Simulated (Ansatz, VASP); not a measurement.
## Two plane-wave programs on ZnS

Contents of POSCAR:

```
ZnS
1.0
    0.0655560886      2.7596419230      2.7596419230
    2.7596419230      0.0655560886      2.7596419230
    2.7596419230      2.7596419230      0.0655560886
Zn S
1 1
Direct
    0.0018394785      0.0018394785      0.0018394785
    0.2481605215      0.2481605215      0.2481605215
```

INCAR.step1

```
SYSTEM = ZnS
ALGO = Normal
EDIFF = 1E-4
ENCUT = 520
GGA = PE
ISMEAR = 0
LASPH = .TRUE.
LCHARG = .FALSE.
LREAL = .FALSE.
LWAVE = .TRUE.
NBANDS = 16
NELM = 60
PREC = Accurate
SIGMA = 0.01
```

File INCAR.step2:

```
SYSTEM = ZnS
ALGO = Normal
EDIFF = 1E-6
ENCUT = 520
ISIF = 2
ISMEAR = 0
ISTART = 1
LASPH = .TRUE.
LCHARG = .FALSE.
LMIXTAU = .TRUE.
LREAL = .FALSE.
LWAVE = .FALSE.
METAGGA = R2SCAN
NBANDS = 16
NELM = 60
PREC = Accurate
SIGMA = 0.01
```

The input KPOINTS:

```
k-points
0
G
  8 8 8
  0 0 0
```

Input for Ansatz:

```yaml
crystal:
  lattice:
    - [0.0655560886, 2.759641923, 2.759641923]
    - [2.759641923, 0.0655560886, 2.759641923]
    - [2.759641923, 2.759641923, 0.0655560886]
  atoms:
    - { symbol: Zn, position: [0.0018394785, 0.0018394785, 0.0018394785] }
    - { symbol: S, position: [0.2481605215, 0.2481605215, 0.2481605215] }
kpoints:
  mp_grid: { grid: [8, 8, 8] }
  band_path:
    path:
      - [0.0, 0.0, 0.0]
      - [-0.5, -0.5, 0.0]
      - [-0.375, -0.375, 0.25]
      - [-0.375, 0.0, 0.375]
      - [0.0, 0.0, 0.5]
      - [-0.5, -0.25, 0.25]
    npoints: 1
hamiltonian:
  xc: r2scan
scf:
  occupations: { method: fixed }
  n_extra_bands: 4
output:
  forces: true
  stress: true
  eigenvalues: true
```

Change from the starting cell: shear_111 strain +3.6%.

Alike in both runs: task single point; functional r2SCAN; k mesh 8 × 8 × 8; no spin polarisation.

|  | VASP | Ansatz |
| --- | --- | --- |
| version | VASP 6.6.1 | Ansatz 0.2.0 |
| potentials or method | VASP PAW PBE potentials, release 64 (Zn, S) | plane waves, PAW |
| plane-wave cutoff (eV) | 520 | 500 |
| occupations | gaussian, width 0.01 eV | fixed |
| valence electrons in the cell | 18 | 18 |

```tsv
	VASP	Ansatz	Ansatz less VASP
gap on the k mesh at the Fermi level (eV)	2.45	2.45	-0.007
pressure (GPa)	-2.5	-2.6	-0.05
traceless stress, the component that is largest in VASP (GPa)	-1.18	-1.18	+0.005
rms of the force components (eV/Å)	0.001	0.005	+0.0035
```

VASP's potentials were made for PBE, not for r2SCAN. Atom by atom the forces differ by 0.004 eV/Å (rms over components).
